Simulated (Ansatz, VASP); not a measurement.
AlN: VASP beside Ansatz

```
Al N
1.0
     0.00000    2.13349    2.13349
     2.13349    0.00000    2.13349
     2.13349    2.13349    0.00000
Al N
1 1
Direct
  0.00000 0.00000 0.00000
  0.75000 0.75000 0.75000
```

Alike in both runs: task single point; functional PBE; k mesh 10 × 10 × 10; occupations gaussian, width 0.02 eV; no spin polarisation.

```csv
,VASP,Ansatz
version,VASP 6.6.1,Ansatz 0.2.0
potentials or method,"VASP PAW PBE potentials, release 64 (Al, N), cutoff 600 eV","scalar-relativistic, plane waves, PAW"
valence electrons in the cell,8,8
```

VASP gave:

```
gap on the k mesh at the Fermi level (eV) : 3.35
least direct gap on the mesh (eV)         : 4.83
pressure (GPa)                            : 21.5
```

What did Ansatz give for the same quantities?

gap on the k mesh at the Fermi level (eV): 3.36; least direct gap on the mesh (eV): 4.82; pressure (GPa): 21.8.
